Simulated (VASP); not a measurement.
# AlN: single point with HF

Crystal: AlN.

```
Al N
1.0
     3.11300    0.00000    0.00000
    -1.55650    2.69594    0.00000
     0.00000    0.00000    4.98100
Al N
2 2
Direct
  0.66667 0.33333 0.50000
  0.33333 0.66667 0.00000
  0.66667 0.33333 0.88000
  0.33333 0.66667 0.38000
```

```json
{
 "Program": "VASP 6.6.1",
 "Task": "single point",
 "Functional": "HF",
 "Potentials or basis": "VASP PAW PBE potentials, release 64 (Al, N)",
 "Cutoff": "520 eV",
 "k mesh": "5 × 5 × 3",
 "Occupations": "fermi-dirac, width 0.05 eV",
 "Spin": "no spin polarisation"
}
```

```
Pressure               : -2.8 GPa
Largest force          : 0.075 eV/Å
Band gap on the k mesh : 12.39 eV, direct
```

Forces in eV/Å, atoms in the order of the input:
```
Al   0.000  0.000 -0.075
Al   0.000  0.000 -0.075
N    0.000  0.000  0.075
N    0.000  0.000  0.075
```

Stress tensor (GPa, compression positive):
```
-3.76  0.00  0.00
 0.00 -3.76  0.00
 0.00  0.00 -0.94
```

Levels at points of the mesh, in eV from the valence-band top:
```csv
k point,band 4,band 5,band 6,band 7,band 8,band 9,band 10,band 11,band 12,band 13
"(0.00, 0.00, 0.00)",-1.10,-1.10,-0.20,-0.20,0.00,12.39,13.88,19.20,20.55,21.36
```

Wall time 10 min on 1 thread of Intel(R) Xeon(R) Platinum 8488C (Sapphire Rapids), on a shared host, peak memory 0.16 GiB.

Caveat: the k points lie up to 0.47 Å⁻¹ apart; the PAW data sets were made with another functional, which shifts forces and pressure a little.
